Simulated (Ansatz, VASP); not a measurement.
TaAs in VASP and in Ansatz

```
CELL_PARAMETERS angstrom
-1.73135 1.73135 5.86809
1.73135 -1.73135 5.86809
1.73135 1.73135 -5.86809
ATOMIC_POSITIONS crystal
Ta 0.50017 0.00017 0.50000
Ta 0.75017 0.75017 0.00000
As 0.08243 0.58243 0.50000
As 0.33243 0.33243 0.00000
```

Alike in both runs: task electric field gradients; functional PBE; k mesh 16 × 16 × 16; occupations gaussian, width 0.05 eV; no spin polarisation.

|  | VASP | Ansatz |
| --- | --- | --- |
| version | VASP 6.6.1 | Ansatz 0.2.0 |
| potentials or method | VASP PAW PBE potentials, release 64 (Ta_sv_GW, As_d), cutoff 400 eV | scalar-relativistic, plane waves, PAW |
| valence electrons in the cell | 56 | 56 |

```csv
,VASP,Ansatz,Ansatz less VASP
gap on the k mesh at the Fermi level (eV),none,none,-
size of Vzz on the site where it differs most (V/Å²),24.6,33.8,+9.23
```

A gap of «none» marks a metal or a gap that the smearing closes. One of these differences is far larger than is usual between the two programs; its cause wasn't traced.

Spin-orbit coupling is off throughout.
